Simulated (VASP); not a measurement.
# SnTe (F-43m) in VASP: further runs

The runs below take SnTe through single point, with PBE.

All numbers are computed with VASP 6.6.1; they aren't measurements. Logs are shortened: lines on timing, memory, paths and dates and some standing lists are left out, and cuts for length are marked.

**1. The cell of the first run**

The structure is cubic, space group F-43m (No. 216). Conventional cell: a = 7.222 Å, b = 7.222 Å, c = 7.222 Å, α = 90.00°, β = 90.00°, γ = 90.00°. Within 4.1 Å of Sn (site symmetry -43m) lie 4 Te at 3.13 Å. Within 4.1 Å of Te (site symmetry -43m) lie 4 Sn at 3.13 Å.

**2. Single point, PBE**

Contents of INCAR:

```
SYSTEM = SnTe
  PREC = Accurate
  ENCUT = 500
  EDIFF = 1E-6
  ISMEAR = 0
  SIGMA = 0.1
  LREAL = .False.
  LASPH = .True.
  NELM = 120
  ALGO = Normal
  ISIF = 2
  LWAVE = .False.
  LCHARG = .False.
  GGA = PE
  NBANDS = 17
  GGA_COMPAT = .False.
```

Contents of KPOINTS:

```
Automatic mesh
0
Gamma
  4 4 4
  0 0 0
```

Contents of POSCAR:

```
SnTe
1.0
    0.0000000000      3.6111460000      3.6111460000
    3.6111460000      0.0000000000      3.6111460000
    3.6111460000      3.6111460000      0.0000000000
Sn Te
1 1
Direct
    0.0000000000      0.0000000000      0.0000000000
    0.7500000000      0.7500000000      0.7500000000
```

Potentials or basis: VASP PAW PBE potentials, release 64 (Sn_d, Te).

On the command line:

```sh
$ cat potpaw_PBE.64/Sn_d/POTCAR potpaw_PBE.64/Te/POTCAR > POTCAR
$ mpirun -np 1 vasp_std > vasp.out
```

OUTCAR:

```text
SYSTEM = SnTe
   PREC = Accurate
   ENCUT = 500
   EDIFF = 1E-6
   ISMEAR = 0
   LREAL = .False.
   LASPH = .True.
   NELM = 120
   ISIF = 2
   GGA = PE

 ion  position               nearest neighbor table
   1  0.000  0.000  0.000-   2 3.13   2 3.13   2 3.13   2 3.13
   2  0.750  0.750  0.750-   1 3.13   1 3.13   1 3.13   1 3.13

  LATTYP: Found a face centered cubic cell.
 ALAT       =     7.2222920000

  Lattice vectors:

 A1 = (   0.0000000000,   3.6111460000,   3.6111460000)
 A2 = (   3.6111460000,   0.0000000000,   3.6111460000)
 A3 = (   3.6111460000,   3.6111460000,   0.0000000000)

Analysis of symmetry for initial positions (statically):
=====================================================================
 Subroutine PRICEL returns:
 Original cell was already a primitive cell.

 Routine SETGRP: Setting up the symmetry group for a
 face centered cubic supercell.

 Subroutine GETGRP returns: Found 24 space group operations
 (whereof 24 operations were pure point group operations)
 out of a pool of 48 trial point group operations.

The static configuration has the point symmetry T_d .

Analysis of symmetry for dynamics (positions and initial velocities):
=====================================================================
 Subroutine PRICEL returns:
 Original cell was already a primitive cell.

 Routine SETGRP: Setting up the symmetry group for a
 face centered cubic supercell.

 Subroutine GETGRP returns: Found 24 space group operations
 (whereof 24 operations were pure point group operations)
 out of a pool of 48 trial point group operations.

The dynamic configuration has the point symmetry T_d .

 Subroutine INISYM returns: Found 24 space group operations
 (whereof 24 operations are pure point group operations),
 and found     1 'primitive' translations

----------------------------------------------------------------------------------------

                                     Primitive cell

  volume of cell :      94.1814

  direct lattice vectors                    reciprocal lattice vectors
     0.000000000  3.611146000  3.611146000    -0.138460201  0.138460201  0.138460201
     3.611146000  0.000000000  3.611146000     0.138460201 -0.138460201  0.138460201
     3.611146000  3.611146000  0.000000000     0.138460201  0.138460201 -0.138460201

  length of vectors
     5.106931649  5.106931649  5.106931649     0.239820102  0.239820102  0.239820102

  position of ions in fractional coordinates (direct lattice)
     0.000000000  0.000000000  0.000000000
     0.750000000  0.750000000  0.750000000

  ion indices of the primitive-cell ions
   primitive index   ion index
                 1           1
                 2           2

----------------------------------------------------------------------------------------

 KPOINTS: Automatic mesh

Automatic generation of k-mesh.
 Grid dimensions read from file:
 generate k-points for:    4    4    4

 Generating k-lattice:

  Cartesian coordinates                     Fractional coordinates (reciprocal lattice)
    -0.034615050  0.034615050  0.034615050     0.250000000  0.000000000  0.000000000
     0.034615050 -0.034615050  0.034615050     0.000000000  0.250000000  0.000000000
     0.034615050  0.034615050 -0.034615050     0.000000000  0.000000000  0.250000000

  Length of vectors
     0.059955026  0.059955026  0.059955026

  Shift w.r.t. Gamma in fractional coordinates (k-lattice)
     0.000000000  0.000000000  0.000000000

 Subroutine IBZKPT returns following result:
 ===========================================

 Found      8 irreducible k-points:

 Following reciprocal coordinates:
            Coordinates               Weight
  0.000000  0.000000  0.000000      1.000000
  0.250000  0.000000  0.000000      8.000000
  0.500000  0.000000  0.000000      4.000000
  0.250000  0.250000  0.000000      6.000000
  0.500000  0.250000  0.000000     24.000000
 -0.250000  0.250000  0.000000     12.000000
  0.500000  0.500000  0.000000      3.000000
 -0.250000  0.500000  0.250000      6.000000
   k-points           NKPTS =      8   k-points in BZ     NKDIM =      8   number of bands    NBANDS=     17
   number of dos      NEDOS =    301   number of ions     NIONS =      2
   total plane-waves  NPLWV =  64000
   dimension x,y,z NGX =    40 NGY =   40 NGZ =   40
   dimension x,y,z NGXF=    80 NGYF=   80 NGZF=   80
   ions per type =               1   1
   NGX,Y,Z   is equivalent  to a cutoff of  13.02, 13.02, 13.02 a.u.
   NGXF,Y,Z  is equivalent  to a cutoff of  26.04, 26.04, 26.04 a.u.
 SYSTEM =  SnTe
   PREC   = accura    normal or accurate (medium, high low for compatibility)
   ISTART =      0    job   : 0-new  1-cont  2-samecut
   ICHARG =      2    charge: 1-file 2-atom 10-const
   ISPIN  =      1    spin polarized calculation?
   LNONCOLLINEAR =      F non collinear calculations
   LSORBIT =      F    spin-orbit coupling
   LASPH  =      T    aspherical Exc in radial PAW
   ENCUT  =  500.0 eV  36.75 Ry    6.06 a.u.   9.31  9.31  9.31*2*pi/ulx,y,z
   NELM   =    120;   NELMIN=  2; NELMDL= -5     # of ELM steps
   EDIFF  = 0.1E-05   stopping-criterion for ELM
   LREAL  =      F    real-space projection
   EDIFFG = 0.1E-04   stopping-criterion for IOM
   NSW    =      0    number of steps for IOM
   IBRION =     -1    ionic relax: 0-MD 1-quasi-New 2-CG
   NFREE  =      0    steps in history (QN), initial steepest desc. (CG)
   ISIF   =      2    stress and relaxation
   ISYM   =      2    0-nonsym 1-usesym 2-fastsym
   POTIM  = 0.5000    time-step for ionic-motion
   TEBEG  =    0.0;   TEEND  =   0.0 temperature during run
   PSTRESS=    0.0 pullay stress
   NELECT =      20.0000    total number of electrons
   NUPDOWN=      -1.0000    fix difference up-down
   EMIN   =  10.00;   EMAX   =-10.00  energy-range for DOS
   EFERMI =   0.00;   METHOD = LEGACY
   ISMEAR =     0;   SIGMA  =   0.10  broadening in eV -4-tet -1-fermi 0-gaus
   EFERMI_NEDOS =   21; number of points for ismear=-14 and -15
   IALGO  =     38    algorithm
   IMIX   =      4    mixing-type and parameters
     AMIX     =   0.40;   BMIX     =  1.00
     AMIX_MAG =   1.60;   BMIX_MAG =  1.00
  volume/ion in A,a.u.               =      47.09       317.78
  Fermi-wavevector in a.u.,A,eV,Ry     =   0.976704  1.845704 12.979296  0.953951
  Thomas-Fermi vector in A             =   2.107344
   LORBIT       =      0    0 simple, 1 ext, 2 COOP (PROOUT), +10 PAW based schemes
   GGA     = PE    functional components
   LHFCALC =     F    Hartree Fock is set to
   AEXX    =    0.0000 exact exchange contribution
   IVDW    =     0    specifies the selected vdW correction
   LEPSILON=     F    determine dielectric tensor
   LRPA    =     F    only Hartree local field effects (RPA)
 non-spin polarized calculation
 Gauss-broadening in eV      SIGMA  =   0.10
  energy-cutoff  :      500.00
  volume of cell :       94.18
 maximum number of plane-waves:      2421
 NGX is ok and might be reduce to    40
   NGX = 19   NGY = 19   NGZ = 19

 number of electron      19.9999999 magnetization

 Free energy of the ion-electron system (eV)
  ---------------------------------------------------
  ext. energy  EPLUGINS =         0.00000000
  ---------------------------------------------------
  free energy    TOTEN  =        -7.07680487 eV

  energy without entropy =       -7.07109763  energy(sigma->0) =       -7.07395125

 E-fermi :   3.2560     XC(G=0):  -7.4596

 val. band max:        3.1872924296   @ k =  -0.2500   0.5000   0.2500
 cond. band min:       3.2868497303   @ k =   0.5000   0.5000   0.0000
 fundamental gap:      0.0995573006
 Fermi energy:         3.2559819468

 k-point     1 :       0.0000    0.0000    0.0000
  band No.  band energies     occupation
      1     -18.6355      2.00000
      2     -18.6355      2.00000
      3     -18.6355      2.00000
      4     -18.6268      2.00000
      5     -18.6268      2.00000
      6      -8.3754      2.00000
      7      -2.0171      2.00000
      8       1.2228      2.00000
      9       1.2228      2.00000
     10       1.2228      2.00000
     11       4.1793      0.00000
     12       4.1793      0.00000
     13       4.1793      0.00000
     14       7.2848      0.00000
     15       9.6064      0.00000
     16       9.6064      0.00000
     17      10.7787      0.00000

 k-point     2 :       0.2500    0.0000    0.0000
  band No.  band energies     occupation
      1     -18.6361      2.00000
      2     -18.6348      2.00000
      3     -18.6348      2.00000
      4     -18.6267      2.00000
      5     -18.6267      2.00000
      6      -8.1362      2.00000
      7      -2.9988      2.00000
      8       0.9251      2.00000
      9       0.9251      2.00000
     10       1.3043      2.00000
     11       4.6709      0.00000
     12       4.6709      0.00000
     13       4.9119      0.00000
     14       8.5381      0.00000
     15       9.0374      0.00000
     16       9.0374      0.00000
     17      10.3382      0.00000

 k-point     3 :       0.5000    0.0000    0.0000
  band No.  band energies     occupation
      1     -18.6367      2.00000
      2     -18.6342      2.00000
      3     -18.6342      2.00000
      4     -18.6266      2.00000
      5     -18.6266      2.00000
      6      -7.8395      2.00000
      7      -3.8314      2.00000
      8       0.6943      2.00000
      9       0.6943      2.00000
     10       1.1240      2.00000
     11       4.9792      0.00000
     12       4.9792      0.00000
     13       6.5612      0.00000
     14       8.8371      0.00000
     15       9.5322      0.00000
     16      10.0675      0.00000
     17      10.0675      0.00000

 k-point     4 :       0.2500    0.2500    0.0000
  band No.  band energies     occupation
      1     -18.6372      2.00000
      2     -18.6341      2.00000
      3     -18.6341      2.00000
      4     -18.6272      2.00000
      5     -18.6264      2.00000
      6      -8.0508      2.00000
      7      -3.2140      2.00000
      8       0.5149      2.00000
      9       0.5149      2.00000
     10       2.2357      2.00000
     11       3.5284      0.00012
     12       5.5261      0.00000
     13       5.5261      0.00000
     14       7.7286      0.00000
     15       9.3456      0.00000
     16      10.2109      0.00000
     17      12.0352      0.00000

 k-point     5 :       0.5000    0.2500    0.0000
  band No.  band energies     occupation
      1     -18.6376      2.00000
      2     -18.6336      2.00000
      3     -18.6334      2.00000
      4     -18.6271      2.00000
      5     -18.6263      2.00000
      6      -7.7386      2.00000
      7      -3.9653      2.00000
      8      -0.1529      2.00000
      9       0.3298      2.00000
     10       2.4895      2.00000
     11       4.2868      0.00000
     12       5.9561      0.00000
     13       6.0145      0.00000
     14       8.4580      0.00000
     15       9.6413      0.00000
     16      10.3279      0.00000
     17      11.2321      0.00000

 k-point     6 :      -0.2500    0.2500    0.0000
  band No.  band energies     occupation
      1     -18.6368      2.00000
      2     -18.6340      2.00000
      3     -18.6340      2.00000
      4     -18.6268      2.00000
      5     -18.6267      2.00000
      6      -7.8485      2.00000
      7      -3.7328      2.00000
      8      -0.1603      2.00000
      9       0.6763      2.00000
     10       2.2566      2.00000
     11       4.9569      0.00000
     12       5.2075      0.00000
     13       5.5466      0.00000
     14       8.6934      0.00000
     15       8.8588      0.00000
     16      10.0110      0.00000
     17      11.2931      0.00000

 k-point     7 :       0.5000    0.5000    0.0000
  band No.  band energies     occupation
      1     -18.6388      2.00000
      2     -18.6327      2.00000
      3     -18.6327      2.00000
      4     -18.6275      2.00000
      5     -18.6260      2.00000
      6      -7.6223      2.00000
      7      -4.1916      2.00000
      8       0.0413      2.00000
      9       0.0413      2.00000
     10       2.4847      2.00000
     11       3.2868      0.66245
     12       7.0463      0.00000
     13       7.0463      0.00000
     14       8.5843      0.00000
     15       9.5642      0.00000
     16      11.3471      0.00000
     17      11.3471      0.00000

 k-point     8 :      -0.2500    0.5000    0.2500
  band No.  band energies     occupation
      1     -18.6377      2.00000
      2     -18.6338      2.00000
      3     -18.6327      2.00000
      4     -18.6271      2.00000
      5     -18.6264      2.00000
      6      -7.6193      2.00000
      7      -4.1721      2.00000
      8      -0.2198      2.00000
      9      -0.1309      2.00000
     10       3.1873      1.66866
     11       4.5170      0.00000
     12       5.4025      0.00000
     13       6.2874      0.00000
     14       8.4751      0.00000
     15       9.4531      0.00000
     16      11.0358      0.00000
     17      11.0649      0.00000

------------------------ aborting loop because EDIFF is reached ----------------------------------------

  FORCE on cell =-STRESS in cart. coord.  units (eV):
  Direction    XX          YY          ZZ          XY          YZ          ZX
  --------------------------------------------------------------------------------------
  -------------------------------------------------------------------------------------
  Total       -0.1754233     -0.1754233     -0.1754233      0.0000000      0.0000000      0.0000000
  in kB       -2.9842322     -2.9842322     -2.9842322      0.0000000      0.0000000      0.0000000
  external PRESSURE =      -2.9842322 kB  Pullay stress =       0.0000000 kB

 VOLUME and BASIS-vectors are now :
 -----------------------------------------------------------------------------
  energy-cutoff  :      500.00
  volume of cell :       94.18
      direct lattice vectors                 reciprocal lattice vectors
     0.000000000  3.611146000  3.611146000    -0.138460201  0.138460201  0.138460201
     3.611146000  0.000000000  3.611146000     0.138460201 -0.138460201  0.138460201
     3.611146000  3.611146000  0.000000000     0.138460201  0.138460201 -0.138460201

 POSITION                                       TOTAL-FORCE (eV/Angst)
 -----------------------------------------------------------------------------------
      0.00000      0.00000      0.00000        -0.000000      0.000000      0.000000
      5.41672      5.41672      5.41672         0.000000     -0.000000     -0.000000
 -----------------------------------------------------------------------------------
    total drift:                                0.000000      0.000000      0.000000

  FREE ENERGIE OF THE ION-ELECTRON SYSTEM (eV)
  ---------------------------------------------------
  free  energy   TOTEN  =        -7.0768048698 eV

  energy  without entropy=       -7.0710976306  energy(sigma->0) =       -7.07395125
```

Wall time 20 s (1 thread of Intel Xeon 6975P-C (Granite Rapids), shared host); peak memory 0.23 GiB.

What came out:

```
Free energy            : -7.0768 eV
Pressure               : -0.3 GPa
Band gap on the k mesh : 0.10 eV, indirect (least direct gap 0.80 eV)
```

Caveat: spin-orbit coupling is left out, which moves the levels of the heavy elements.

**3. Single point, PBE**

Contents of INCAR:

```
SYSTEM = SnTe
  PREC = Accurate
  ENCUT = 500
  EDIFF = 1E-6
  ISMEAR = 0
  SIGMA = 0.01
  LREAL = .FALSE.
  LASPH = .TRUE.
  NELM = 120
  ALGO = Normal
  ISIF = 2
  LWAVE = .FALSE.
  LCHARG = .TRUE.
  GGA = PE
  LELF = .TRUE.
  LVHAR = .TRUE.
  NBANDS = 17
  GGA_COMPAT = .FALSE.
```

Contents of KPOINTS:

```
Automatic mesh
0
G
  4 4 4
  0 0 0
```

POSCAR is that of step 2.

Potentials or basis: VASP PAW PBE potentials, release 64 (Sn_d, Te).

On the command line:

```sh
$ cat potpaw_PBE.64/Sn_d/POTCAR potpaw_PBE.64/Te/POTCAR > POTCAR
$ mpirun -np 1 vasp_std > vasp.out
```

OUTCAR:

```text
SYSTEM = SnTe
   PREC = Accurate
   ENCUT = 500
   EDIFF = 1E-6
   ISMEAR = 0
   LREAL = .FALSE.
   LASPH = .TRUE.
   NELM = 120
   ISIF = 2
   GGA = PE

 ion  position               nearest neighbor table
   1  0.000  0.000  0.000-   2 3.13   2 3.13   2 3.13   2 3.13
   2  0.750  0.750  0.750-   1 3.13   1 3.13   1 3.13   1 3.13

  LATTYP: Found a face centered cubic cell.
 ALAT       =     7.2222920000

  Lattice vectors:

 A1 = (   0.0000000000,   3.6111460000,   3.6111460000)
[... 327 lines left out ...]

------------------------ aborting loop because EDIFF is reached ----------------------------------------

  FORCE on cell =-STRESS in cart. coord.  units (eV):
  Direction    XX          YY          ZZ          XY          YZ          ZX
  --------------------------------------------------------------------------------------
  -------------------------------------------------------------------------------------
  Total       -0.0841634     -0.0841634     -0.0841634      0.0000000     -0.0000000     -0.0000000
  in kB       -1.4317552     -1.4317552     -1.4317552      0.0000000     -0.0000000     -0.0000000
  external PRESSURE =      -1.4317552 kB  Pullay stress =       0.0000000 kB

 VOLUME and BASIS-vectors are now :
 -----------------------------------------------------------------------------
  energy-cutoff  :      500.00
  volume of cell :       94.18
      direct lattice vectors                 reciprocal lattice vectors
     0.000000000  3.611146000  3.611146000    -0.138460201  0.138460201  0.138460201
     3.611146000  0.000000000  3.611146000     0.138460201 -0.138460201  0.138460201
     3.611146000  3.611146000  0.000000000     0.138460201  0.138460201 -0.138460201

 POSITION                                       TOTAL-FORCE (eV/Angst)
 -----------------------------------------------------------------------------------
      0.00000      0.00000      0.00000         0.000000      0.000000      0.000000
      5.41672      5.41672      5.41672        -0.000000     -0.000000     -0.000000
 -----------------------------------------------------------------------------------
    total drift:                                0.000000      0.000000      0.000000

  FREE ENERGIE OF THE ION-ELECTRON SYSTEM (eV)
  ---------------------------------------------------
  free  energy   TOTEN  =        -7.0740581551 eV

  energy  without entropy=       -7.0740581551  energy(sigma->0) =       -7.07405816
```

stdout:

```text
POSCAR found type information on POSCAR SnTe
 POSCAR found :  2 types and       2 ions
 scaLAPACK will be used
 LDA part: xc-table for (Slater+PW92), standard interpolation
 POSCAR, INCAR and KPOINTS ok, starting setup
 FFT: planning ... GRIDC
 FFT: planning ... GRID_SOFT
 FFT: planning ... GRID
 WAVECAR not read
 entering main loop
```

Run time: 23 s. Hardware: 1 thread of Intel Xeon 6975P-C (Granite Rapids), shared host; peak memory 0.23 GiB.

What came out:

```
Free energy            : -7.0741 eV
Pressure               : -0.1 GPa
Band gap on the k mesh : 0.09 eV, indirect (least direct gap 0.80 eV)
```

Levels at points of the mesh, in eV from the valence-band top:
```csv
k point,band 7,band 8,band 9,band 10,band 11,band 12,band 13,band 14
"(0.00, 0.00, 0.00)",-5.22,-1.96,-1.96,-1.96,0.98,0.98,0.98,4.09
"(0.50, 0.00, 0.00)",-7.03,-2.49,-2.49,-2.07,1.78,1.78,3.37,5.65
"(0.50, 0.50, 0.00)",-7.39,-3.15,-3.15,-0.71,0.09,3.85,3.85,5.39
```

Caveat: spin-orbit coupling is left out, which moves the levels of the heavy elements.
